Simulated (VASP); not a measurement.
Set up this calculation in VASP 6.6.1, as the native input.

```yaml
Task: single point
Functional: PBE
Potentials_or_basis: VASP PAW PBE potentials, release 64 (Sr_sv, Ti_sv, O)
Cutoff: 600 eV
k_mesh: 6 × 6 × 6
Occupations: gaussian, width 0.03 eV
Spin: no spin polarisation
Dipole_correction: no
Further_INCAR_settings: ALGO = Normal; EDIFF = 1e-06; NBANDS = 28
```

The structure of SrTiO3 lies in POSCAR:

```
SrTiO3
1.0
    3.9050000000      0.0000000000      0.0000000000
    0.0000000000      3.9050000000      0.0000000000
    0.0000000000      0.0000000000      3.9050000000
Sr Ti O
1 1 3
Direct
    0.0000000000      0.0000000000      0.0000000000
    0.5000000000      0.5000000000      0.5000000000
    0.5000000000      0.5000000000      0.0000000000
    0.5000000000      0.0000000000      0.5000000000
    0.0000000000      0.5000000000      0.5000000000
```

These files were run (other wordings do the same):

INCAR

```
SYSTEM = SrTiO3
ALGO = Normal ; EDIFF = 1E-6
ENCUT = 600 ; GGA = PE
GGA_COMPAT = .FALSE. ; ISIF = 2
ISMEAR = 0 ; LASPH = .TRUE.
LCHARG = .FALSE. ; LREAL = .FALSE.
LWAVE = .FALSE. ; NBANDS = 28
NELM = 120 ; PREC = Accurate
SIGMA = 0.03
```

KPOINTS

```
k-points
0
G
  6 6 6
  0 0 0
```

Potentials or basis: VASP PAW PBE potentials, release 64 (Sr_sv, Ti_sv, O).

Launch:

```console
$ cat potpaw_PBE.64/Sr_sv/POTCAR potpaw_PBE.64/Ti_sv/POTCAR potpaw_PBE.64/O/POTCAR > POTCAR
$ mpirun -np 1 vasp_std > vasp.out
```

Results of the run:

```yaml
Pressure: 4.8 GPa
Band_gap_on_the_k_mesh: 1.86 eV, indirect (least direct gap 2.21 eV)
```

Wall time 21 s on 1 thread of Intel(R) Xeon(R) Platinum 8488C (Sapphire Rapids), with other jobs on the host, peak memory 0.2 GiB.
